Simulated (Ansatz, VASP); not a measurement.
## Two plane-wave programs on Al3SiNO

```
Al Si N O
1.0
     5.34112    0.00000    0.00000
     0.00000    2.80991    0.00000
    -2.66816    0.00000    5.92968
Al Si N O
3 1 1 1
Direct
  0.65270 0.00000 0.88959
  0.34730 0.00000 0.11041
  0.00000 0.50000 0.50000
  0.50000 0.50000 0.50000
  0.50000 0.50000 0.00000
  0.00000 0.00000 0.00000
```

Change from the starting cell: species swapped into the DyGaFeCo3 type (P2/m, No. 10).

Alike in both runs: functional PBE; k mesh 4 × 6 × 4; occupations gaussian, width 0.1 eV; no spin polarisation.

Ansatz relaxed the structure, and its values are those at the end. VASP's run is a single point on that final structure, the one shown.

|  | VASP | Ansatz |
| --- | --- | --- |
| version | VASP 6.6.1 | Ansatz 0.2.0 |
| potentials or method | VASP PAW PBE potentials, release 64 (Al, Si, N, O), cutoff 520 eV | scalar-relativistic, plane waves, PAW |
| valence electrons in the cell | 24 | 24 |

Ansatz gave:

| Quantity | Value |
| --- | --- |
| gap on the k mesh at the Fermi level (eV) | none |
| pressure (GPa) | 0.0 |
| rms of the force components (eV/Å) | 0.003 |

Q: What did VASP give for the same quantities?

A: gap on the k mesh at the Fermi level (eV): none; pressure (GPa): -0.1; rms of the force components (eV/Å): 0.010.

A gap of «none» marks a metal or a gap that the smearing closes.

The k mesh is coarse, so the values compare programs but aren't converged.
